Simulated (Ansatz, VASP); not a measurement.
# One calculation of ZrIn2S2, two programs

```xyz
5
Lattice="1.6306 -10.4933 0.0000 1.6306 10.4933 0.0000 0.0000 0.0000 3.2797" Properties=species:S:1:pos:R:3 pbc="T T T"
Zr    0.0000    0.0000    0.0000
In    1.6306    6.7527    0.0000
In    1.6306   -6.7527    0.0000
S     1.6306    1.4600    1.6399
S     1.6306   -1.4600    1.6399
```

Change from the starting cell: species swapped into the Sm2InNi2 type (Cmmm, No. 65).

Alike in both runs: functional PBE; k mesh 4 × 4 × 4; occupations gaussian, width 0.1 eV; no spin polarisation.

Ansatz relaxed the structure, and its values are those at the end. VASP's run is a single point on that final structure, the one shown.

|  | VASP | Ansatz |
| --- | --- | --- |
| version | VASP 6.6.1 | Ansatz 0.2.0 |
| potentials or method | VASP PAW PBE potentials, release 64 (Zr_sv, In_d, S), cutoff 520 eV | scalar-relativistic, plane waves, PAW |
| valence electrons in the cell | 50 | 50 |

```tsv
	VASP	Ansatz	Ansatz less VASP
gap on the k mesh at the Fermi level (eV)	none	none	-
pressure (GPa)	0.0	0.0	+0.04
```

A gap of «none» marks a metal or a gap that the smearing closes. The functional is the same, so the differences come from potentials, cutoffs and numerics.

The k mesh is coarse, so the values compare programs but aren't converged.
